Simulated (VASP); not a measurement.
Wanted: the native input for a VASP 6.6.1 run.

```yaml
Task: single point
Functional: r2SCAN
Potentials_or_basis: VASP PAW PBE potentials, release 64 (Sn_d, Se)
Cutoff: 520 eV
k_mesh: 10 × 10 × 10
Occupations: gaussian, width 0.05 eV
Spin: no spin polarisation
Dipole_correction: no
Further_INCAR_settings: ALGO = Normal; EDIFF = 1e-06; NBANDS = 17
```

SnSe:

```
Sn Se
1.0
     0.00000    3.05515    3.01000
     3.01000    0.00000    3.01000
     3.01000    3.05515    0.00000
Sn Se
1 1
Direct
  0.00000 0.00000 0.00000
  0.50000 0.50000 0.50000
```

This cell differs from its parent crystal: strain +0.0150 x Voigt [0, 1, 0, 0, 0, 0].

These files were run (other wordings do the same):

POSCAR

```
SnSe
1.0
    0.0000000000      3.0551500000      3.0100000000
    3.0100000000      0.0000000000      3.0100000000
    3.0100000000      3.0551500000      0.0000000000
Sn Se
1 1
Direct
    0.0000000000      0.0000000000      0.0000000000
    0.5000000000      0.5000000000      0.5000000000
```

INCAR.step1

```
SYSTEM = SnSe
  PREC = Accurate
  ENCUT = 520
  ISMEAR = 0
  SIGMA = 0.05
  LREAL = .FALSE.
  LASPH = .TRUE.
  NELM = 80
  NBANDS = 17
  GGA = PE
  ALGO = Normal
  EDIFF = 1E-4
  LWAVE = .TRUE.
  LCHARG = .FALSE.
```

INCAR.step2

```
SYSTEM = SnSe
  PREC = Accurate
  ENCUT = 520
  EDIFF = 1E-6
  ISMEAR = 0
  SIGMA = 0.05
  LREAL = .FALSE.
  LASPH = .TRUE.
  NELM = 80
  ALGO = Normal
  ISIF = 2
  LWAVE = .FALSE.
  LCHARG = .FALSE.
  METAGGA = R2SCAN
  LMIXTAU = .TRUE.
  NBANDS = 17
  ISTART = 1
```

KPOINTS

```
regular mesh
0
G
  10 10 10
  0 0 0
```

Potentials or basis: VASP PAW PBE potentials, release 64 (Sn_d, Se).

Run with:

```bash
$ cat potpaw_PBE.64/Sn_d/POTCAR potpaw_PBE.64/Se/POTCAR > POTCAR
$ cp INCAR.step1 INCAR
$ mpirun -np 1 vasp_std > vasp.out
$ cp INCAR.step2 INCAR
$ mpirun -np 1 vasp_std > vasp.out
```

Results of the run:

```yaml
Pressure: -0.8 GPa
Band_gap_on_the_k_mesh: 0.39 eV, direct
```

Caveat: the cell differs from its parent crystal (strain +0.0150 x Voigt [0, 1, 0, 0, 0, 0]); the PAW data sets were made with another functional, which shifts forces and pressure a little; spin-orbit coupling is left out, which moves the levels of the heavy elements.

It took 94 s on 1 thread of Intel(R) Xeon(R) 6975P-C (Granite Rapids), with other jobs on the host, peak memory 0.25 GiB.
